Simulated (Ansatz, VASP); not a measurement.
## Na: VASP beside Ansatz

```xyz
1
Lattice="-2.1125 2.1125 2.1125 2.1125 -2.1125 2.1125 2.1125 2.1125 -2.1125" Properties=species:S:1:pos:R:3 pbc="T T T"
Na    0.0000    0.0000    0.0000
```

Alike in both runs: task single point; functional r2SCAN; k mesh 11 × 11 × 11; occupations fermi-dirac, width 0.6 eV; no spin polarisation.

|  | VASP | Ansatz |
| --- | --- | --- |
| version | VASP 6.6.1 | Ansatz 0.2.0 |
| potentials or method | VASP PAW PBE potentials, release 64 (Na_pv), cutoff 520 eV | plane waves (500 eV) with PAW, scalar-relativistic |
| valence electrons in the cell | 7 | 9 |

```tsv
	VASP	Ansatz	Ansatz less VASP
pressure (GPa)	0.6	0.6	-0.09
```

VASP's potentials were made for PBE, not for r2SCAN. With one functional, cell and mesh, what is left measures potentials, basis and numerics. VASP's potentials hold 7 valence electrons a cell and Ansatz's 9, so a difference there can come from the potentials and not from the codes.
